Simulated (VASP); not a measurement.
# ZrC (Fm-3m) in VASP: notebook

The runs below take ZrC through single point, with PBEsol.

All numbers are computed with VASP 6.6.1; they aren't measurements. Logs are shortened: lines on timing, memory, paths and dates and some standing lists are left out, and cuts for length are marked.

## Step 1: The cell of the first run

Symmetry: Fm-3m, No. 225, cubic system. Conventional cell: a = 4.474 Å, b = 4.474 Å, c = 4.474 Å, α = 90.00°, β = 90.00°, γ = 90.00°. Within 3.0 Å of Zr (site symmetry m-3m) lie 6 C at 2.24 Å. C (site symmetry m-3m) has 6 Zr at 2.24 Å within 3.0 Å.

## Step 2: Single point, PBEsol (11.20 Å³/atom)

The input, INCAR:

```
SYSTEM = ZrC
  PREC = Accurate
  ENCUT = 520
  EDIFF = 1E-7
  ISMEAR = 0
  SIGMA = 0.1
  LREAL = .FALSE.
  LASPH = .TRUE.
  NELM = 60
  ALGO = Normal
  ISIF = 2
  LWAVE = .FALSE.
  LCHARG = .TRUE.
  GGA = PS
  LELF = .TRUE.
  LVHAR = .TRUE.
  NBANDS = 15
```

The input, KPOINTS:

```
Automatic mesh
0
G
  16 16 16
  0 0 0
```

The input, POSCAR:

```
ZrC
1.0
    0.0000000000      2.2371742541      2.2371742541
    2.2371742541      0.0000000000      2.2371742541
    2.2371742541      2.2371742541      0.0000000000
Zr C
1 1
Direct
    0.5000000000      0.5000000000      0.5000000000
    0.0000000000      0.0000000000      0.0000000000
```

Potentials or basis: VASP PAW PBE potentials, release 64 (Zr_sv, C).

The run is started by

```bash
$ cat potpaw_PBE.64/Zr_sv/POTCAR potpaw_PBE.64/C/POTCAR > POTCAR
$ mpirun -np 1 vasp_std > vasp.out
```

OUTCAR:

```text
SYSTEM = ZrC
   PREC = Accurate
   ENCUT = 520
   EDIFF = 1E-7
   ISMEAR = 0
   LREAL = .FALSE.
   LASPH = .TRUE.
   NELM = 60
   ISIF = 2
   GGA = PS

 ion  position               nearest neighbor table
   1  0.500  0.500  0.500-   2 2.24   2 2.24   2 2.24   2 2.24   2 2.24   2 2.24
   2  0.000  0.000  0.000-   1 2.24   1 2.24   1 2.24   1 2.24   1 2.24   1 2.24

  LATTYP: Found a face centered cubic cell.
 ALAT       =     4.4743485082

  Lattice vectors:

 A1 = (   0.0000000000,   2.2371742541,   2.2371742541)
 A2 = (   2.2371742541,   0.0000000000,   2.2371742541)
 A3 = (   2.2371742541,   2.2371742541,   0.0000000000)

Analysis of symmetry for initial positions (statically):
=====================================================================
 Subroutine PRICEL returns:
 Original cell was already a primitive cell.

 Routine SETGRP: Setting up the symmetry group for a
 face centered cubic supercell.

 Subroutine GETGRP returns: Found 48 space group operations
 (whereof 48 operations were pure point group operations)
 out of a pool of 48 trial point group operations.

The static configuration has the point symmetry O_h .

Analysis of symmetry for dynamics (positions and initial velocities):
=====================================================================
 Subroutine PRICEL returns:
 Original cell was already a primitive cell.

 Routine SETGRP: Setting up the symmetry group for a
 face centered cubic supercell.

 Subroutine GETGRP returns: Found 48 space group operations
 (whereof 48 operations were pure point group operations)
 out of a pool of 48 trial point group operations.

The dynamic configuration has the point symmetry O_h .

 Subroutine INISYM returns: Found 48 space group operations
 (whereof 48 operations are pure point group operations),
 and found     1 'primitive' translations

----------------------------------------------------------------------------------------

                                     Primitive cell

  volume of cell :      22.3939

  direct lattice vectors                    reciprocal lattice vectors
     0.000000000  2.237174254  2.237174254    -0.223496225  0.223496225  0.223496225
     2.237174254  0.000000000  2.237174254     0.223496225 -0.223496225  0.223496225
     2.237174254  2.237174254  0.000000000     0.223496225  0.223496225 -0.223496225

  length of vectors
     3.163842172  3.163842172  3.163842172     0.387106817  0.387106817  0.387106817

  position of ions in fractional coordinates (direct lattice)
     0.500000000  0.500000000  0.500000000
     0.000000000  0.000000000  0.000000000

  ion indices of the primitive-cell ions
   primitive index   ion index
                 1           1
                 2           2

----------------------------------------------------------------------------------------

 KPOINTS: Automatic mesh

Automatic generation of k-mesh.
 Grid dimensions read from file:
 generate k-points for:   16   16   16

 Generating k-lattice:

  Cartesian coordinates                     Fractional coordinates (reciprocal lattice)
    -0.013968514  0.013968514  0.013968514     0.062500000  0.000000000  0.000000000
     0.013968514 -0.013968514  0.013968514     0.000000000  0.062500000  0.000000000
     0.013968514  0.013968514 -0.013968514     0.000000000  0.000000000  0.062500000

  Length of vectors
     0.024194176  0.024194176  0.024194176

  Shift w.r.t. Gamma in fractional coordinates (k-lattice)
     0.000000000  0.000000000  0.000000000

 Subroutine IBZKPT returns following result:
 ===========================================

 Found    145 irreducible k-points:

 Following reciprocal coordinates:
            Coordinates               Weight
  0.000000  0.000000  0.000000      1.000000
  0.062500  0.000000  0.000000      8.000000
  0.125000  0.000000  0.000000      8.000000
  0.187500  0.000000  0.000000      8.000000
  0.250000  0.000000  0.000000      8.000000
  0.312500  0.000000  0.000000      8.000000
[... 16 lines left out ...]
 -0.125000  0.062500  0.000000     24.000000
 -0.062500  0.062500  0.000000     12.000000
 [... further k-points ...]
   k-points           NKPTS =    145   k-points in BZ     NKDIM =    145   number of bands    NBANDS=     15
   number of dos      NEDOS =    301   number of ions     NIONS =      2
   total plane-waves  NPLWV =  13824
   dimension x,y,z NGX =    24 NGY =   24 NGZ =   24
   dimension x,y,z NGXF=    48 NGYF=   48 NGZF=   48
   ions per type =               1   1
   NGX,Y,Z   is equivalent  to a cutoff of  12.61, 12.61, 12.61 a.u.
   NGXF,Y,Z  is equivalent  to a cutoff of  25.22, 25.22, 25.22 a.u.
 SYSTEM =  ZrC
   PREC   = accura    normal or accurate (medium, high low for compatibility)
   ISTART =      0    job   : 0-new  1-cont  2-samecut
   ICHARG =      2    charge: 1-file 2-atom 10-const
   ISPIN  =      1    spin polarized calculation?
   LNONCOLLINEAR =      F non collinear calculations
   LSORBIT =      F    spin-orbit coupling
   LASPH  =      T    aspherical Exc in radial PAW
   ENCUT  =  520.0 eV  38.22 Ry    6.18 a.u.   5.88  5.88  5.88*2*pi/ulx,y,z
   NELM   =     60;   NELMIN=  2; NELMDL= -5     # of ELM steps
   EDIFF  = 0.1E-06   stopping-criterion for ELM
   LREAL  =      F    real-space projection
   EDIFFG = 0.1E-05   stopping-criterion for IOM
   NSW    =      0    number of steps for IOM
   IBRION =     -1    ionic relax: 0-MD 1-quasi-New 2-CG
   NFREE  =      0    steps in history (QN), initial steepest desc. (CG)
   ISIF   =      2    stress and relaxation
   ISYM   =      2    0-nonsym 1-usesym 2-fastsym
   POTIM  = 0.5000    time-step for ionic-motion
   TEBEG  =    0.0;   TEEND  =   0.0 temperature during run
   PSTRESS=    0.0 pullay stress
   NELECT =      16.0000    total number of electrons
   NUPDOWN=      -1.0000    fix difference up-down
   EMIN   =  10.00;   EMAX   =-10.00  energy-range for DOS
   EFERMI =   0.00;   METHOD = LEGACY
   ISMEAR =     0;   SIGMA  =   0.10  broadening in eV -4-tet -1-fermi 0-gaus
   EFERMI_NEDOS =   21; number of points for ismear=-14 and -15
   IALGO  =     38    algorithm
   IMIX   =      4    mixing-type and parameters
     AMIX     =   0.40;   BMIX     =  1.00
     AMIX_MAG =   1.60;   BMIX_MAG =  1.00
  volume/ion in A,a.u.               =      11.20        75.56
  Fermi-wavevector in a.u.,A,eV,Ry     =   1.463541  2.765692 29.143046  2.141953
  Thomas-Fermi vector in A             =   2.579624
   LORBIT       =      0    0 simple, 1 ext, 2 COOP (PROOUT), +10 PAW based schemes
   GGA     = PS    functional components
   LHFCALC =     F    Hartree Fock is set to
   AEXX    =    0.0000 exact exchange contribution
   IVDW    =     0    specifies the selected vdW correction
   LEPSILON=     F    determine dielectric tensor
   LRPA    =     F    only Hartree local field effects (RPA)
 non-spin polarized calculation
 Gauss-broadening in eV      SIGMA  =   0.10
  energy-cutoff  :      520.00
  volume of cell :       22.39
 maximum number of plane-waves:       620
   NGX = 11   NGY = 11   NGZ = 11

 number of electron      16.0000000 magnetization

 Free energy of the ion-electron system (eV)
  ---------------------------------------------------
  ext. energy  EPLUGINS =         0.00000000
  ---------------------------------------------------
  free energy    TOTEN  =       -20.23000104 eV

  energy without entropy =      -20.22869363  energy(sigma->0) =      -20.22934734

 E-fermi :  11.3076     XC(G=0): -13.0254

 val. band max:       11.2928356567   @ k =   0.3750   0.3125   0.0000
 cond. band min:      11.3143467922   @ k =   0.5000   0.4375   0.0000
 fundamental gap:      0.0215111355
 Fermi energy:        11.3075763021

 k-point     1 :       0.0000    0.0000    0.0000
  band No.  band energies     occupation
      1     -36.1530      2.00000
      2     -13.7504      2.00000
      3     -13.7504      2.00000
      4     -13.7504      2.00000
      5      -0.4652      2.00000
      6      12.2753      0.00000
      7      12.2753      0.00000
      8      12.2753      0.00000
      9      12.3664      0.00000
     10      12.3664      0.00000
     11      12.3664      0.00000
     12      14.5227      0.00000
     13      14.5227      0.00000
     14      20.3730      0.00000
     15      21.9306      0.00000

 k-point     2 :       0.0625    0.0000    0.0000
  band No.  band energies     occupation
      1     -36.1456      2.00000
      2     -13.8131      2.00000
      3     -13.7552      2.00000
      4     -13.7552      2.00000
      5      -0.3481      2.00000
      6      11.4154      0.12743
      7      11.6407      0.00000
      8      11.6407      0.00000
      9      12.6289      0.00000
     10      12.6289      0.00000
     11      13.0206      0.00000
     12      15.1184      0.00000
     13      15.1184      0.00000
     14      20.5568      0.00000
     15      22.2348      0.00000

 k-point     3 :       0.1250    0.0000    0.0000
  band No.  band energies     occupation
      1     -36.1242      2.00000
      2     -13.9879      2.00000
      3     -13.7689      2.00000
      4     -13.7689      2.00000
      5      -0.0124      2.00000
      6      10.3832      2.00000
      7      10.7465      2.00000
      8      10.7465      2.00000
      9      12.9709      0.00000
     10      12.9709      0.00000
     11      13.5208      0.00000
     12      16.3307      0.00000
     13      16.3307      0.00000
     14      21.0366      0.00000
     15      23.0823      0.00000
[... 343 lines left out ...]
 k-point    23 :      -0.1250    0.0625    0.0000
  band No.  band energies     occupation
      1     -36.1086      2.00000
      2     -14.0877      2.00000
      3     -13.8239      2.00000
      4     -13.7590      2.00000
      5       0.2283      2.00000
      6       9.8135      2.00000
      7      10.1390      2.00000
      8      10.5003      2.00000
      9      12.8394      0.00000
     10      13.6145      0.00000
     11      13.9483      0.00000
     12      16.1683      0.00000
     13      17.6021      0.00000
     14      21.3912      0.00000
     15      23.6772      0.00000

 k-point    24 :      -0.0625    0.0625    0.0000
  band No.  band energies     occupation
      1     -36.1335      2.00000
      2     -13.8990      2.00000
      3     -13.7883      2.00000
      4     -13.7517      2.00000
      5      -0.1601      2.00000
      6      10.7911      2.00000
      7      10.9847      2.00000
      8      11.1360      1.98476
      9      12.5360      0.00000
     10      13.2961      0.00000
     11      13.3620      0.00000
     12      15.2707      0.00000
     13      16.2504      0.00000
     14      20.8523      0.00000
     15      22.7170      0.00000

 [... further k-points ...]

------------------------ aborting loop because EDIFF is reached ----------------------------------------

  FORCE on cell =-STRESS in cart. coord.  units (eV):
  Direction    XX          YY          ZZ          XY          YZ          ZX
  --------------------------------------------------------------------------------------
  -------------------------------------------------------------------------------------
  Total        5.5135998      5.5135998      5.5135998      0.0000000      0.0000000     -0.0000000
  in kB      394.4721887    394.4721887    394.4721887      0.0000000      0.0000000     -0.0000000
  external PRESSURE =     394.4721887 kB  Pullay stress =       0.0000000 kB

 VOLUME and BASIS-vectors are now :
 -----------------------------------------------------------------------------
  energy-cutoff  :      520.00
  volume of cell :       22.39
      direct lattice vectors                 reciprocal lattice vectors
     0.000000000  2.237174254  2.237174254    -0.223496225  0.223496225  0.223496225
     2.237174254  0.000000000  2.237174254     0.223496225 -0.223496225  0.223496225
     2.237174254  2.237174254  0.000000000     0.223496225  0.223496225 -0.223496225

 POSITION                                       TOTAL-FORCE (eV/Angst)
 -----------------------------------------------------------------------------------
      2.23717      2.23717      2.23717         0.000000      0.000000      0.000000
      0.00000      0.00000      0.00000        -0.000000     -0.000000     -0.000000
 -----------------------------------------------------------------------------------
    total drift:                                0.000000     -0.000000      0.000000

  FREE ENERGIE OF THE ION-ELECTRON SYSTEM (eV)
  ---------------------------------------------------
  free  energy   TOTEN  =       -20.2300010425 eV

  energy  without entropy=      -20.2286936334  energy(sigma->0) =      -20.22934734
```

Wall time 46 s (1 thread of AMD EPYC 9R14 (Zen 4), shared host); peak memory 0.14 GiB.

What came out:

| Property | Result |
| --- | --- |
| Free energy | -20.2300 eV |
| Pressure | 39.4 GPa |
| Band gap on the k mesh | zero (bands 8 and 9 overlap by 1.37 eV) |

Caveat: the cell stands under pressure; the PAW data sets were made with another functional, which shifts forces and pressure a little.

## Step 3: Single point, PBEsol (11.58 Å³/atom)

This run uses another cell than the first one, of 11.58 Å³/atom.

The input, INCAR:

```
SYSTEM = ZrC
PREC     = Accurate       ! precision mode
ENCUT    = 520            ! plane-wave cutoff, eV
EDIFF    = 1E-6           ! SCF threshold, eV
ISMEAR   = 0              ! smearing method
SIGMA    = 0.1            ! smearing width, eV
LREAL    = .False.        ! projectors in reciprocal space
LASPH    = .True.         ! aspherical terms in the spheres
NELM     = 80             ! most SCF steps
ALGO     = Normal         ! electronic algorithm
ISIF     = 2              ! what is computed and relaxed
LWAVE    = .False.        ! write WAVECAR
LCHARG   = .True.         ! write CHGCAR
GGA      = PS             ! functional
LELF     = .True.         ! ELF
LVHAR    = .True.       
NBANDS   = 15             ! bands
```

The input, KPOINTS:

```
regular mesh
0
Gamma
  16 16 16
  0 0 0
```

The input, POSCAR:

```
ZrC
1.0
    0.0000000000      2.2623131476      2.2623131476
    2.2623131476      0.0000000000      2.2623131476
    2.2623131476      2.2623131476      0.0000000000
Zr C
1 1
Direct
    0.5000000000      0.5000000000      0.5000000000
    0.0000000000      0.0000000000      0.0000000000
```

Potentials or basis: VASP PAW PBE potentials, release 64 (Zr_sv, C).

The run is started by

```bash
$ cat potpaw_PBE.64/Zr_sv/POTCAR potpaw_PBE.64/C/POTCAR > POTCAR
$ mpirun -np 1 vasp_std > vasp.out
```

Wall time 44 s (1 thread of AMD EPYC 9R14 (Zen 4), shared host); peak memory 0.15 GiB.

Results (log left out):

| Property | Result |
| --- | --- |
| Free energy | -20.3889 eV |
| Pressure | 27.3 GPa |
| Band gap on the k mesh | zero (bands 8 and 9 overlap by 1.36 eV) |

Levels at points of the mesh, in eV from the Fermi level:
| k point | band 6 | band 7 | band 8 | band 9 | band 10 | band 11 |
| --- | --- | --- | --- | --- | --- | --- |
| (0.00, 0.00, 0.00) | 0.98 | 0.98 | 0.98 | 1.07 | 1.07 | 1.07 |
| (0.50, 0.00, 0.00) | -5.80 | -3.35 | -3.35 | 5.13 | 5.13 | 6.08 |
| (0.50, 0.50, 0.00) | -2.22 | -1.81 | 0.21 | 0.21 | 5.09 | 6.54 |

Caveat: the cell stands under pressure; the PAW data sets were made with another functional, which shifts forces and pressure a little.

(Part 1 of 2 ends here.)
